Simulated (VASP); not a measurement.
Wanted: the native input for a VASP 6.6.1 run.

* Task: relaxation of cell and atoms
* Functional: PBEsol
* Potentials or basis: VASP PAW PBE potentials, release 64 (Au)
* Cutoff: 600 eV
* k mesh: 18 × 18 × 18
* Occupations: gaussian, width 0.1 eV
* Spin: no spin polarisation
* Dipole correction: no
* Further INCAR settings: ALGO = Normal; EDIFF = 1e-06; IBRION = 2; EDIFFG = -0.005; NSW = 100; ISIF = 3

The structure of Au lies in POSCAR:

```
Au
1.0
    0.0000000000      2.0399988786      2.0399988786
    2.0399988786      0.0000000000      2.0399988786
    2.0399988786      2.0399988786      0.0000000000
Au
1
Direct
    0.0000000000      0.0000000000      0.0000000000
```

These files were run (other wordings do the same):

INCAR

```
  PREC = Accurate
  ENCUT = 600
  EDIFF = 1E-6
  ISMEAR = 0
  SIGMA = 0.1
  LREAL = False
  LASPH = True
  NELM = 60
  ALGO = Normal
  ISIF = 3
  LWAVE = False
  LCHARG = False
  GGA = PS
  IBRION = 2
  NSW = 100
  EDIFFG = -0.005
```

KPOINTS

```
regular mesh
0
Gamma
  18 18 18
```

Potentials or basis: VASP PAW PBE potentials, release 64 (Au).

The run is started by

```sh
$ cat potpaw_PBE.64/Au/POTCAR > POTCAR
$ mpirun -np 1 vasp_std > vasp.out
```

It gave:

```json
{
  "Relaxed volume": "17.01 Å³/atom",
  "Relaxed cell": "a = 2.887 Å, b = 2.887 Å, c = 2.887 Å, α = 60.00°, β = 60.00°, γ = 60.00°",
  "Space group after relaxing (to 0.05 Å)": "Fm-3m (No. 225)",
  "Energy gained by relaxing": "0.0 meV/atom",
  "Ionic steps": "3",
  "Pressure after relaxing": "0.0 GPa"
}
```

Caveat: the PAW data sets were made with another functional, which shifts forces and pressure a little.

Wall time 22 s on 1 thread of Intel(R) Xeon(R) Platinum 8488C (Sapphire Rapids) (shared host), peak memory 0.17 GiB.
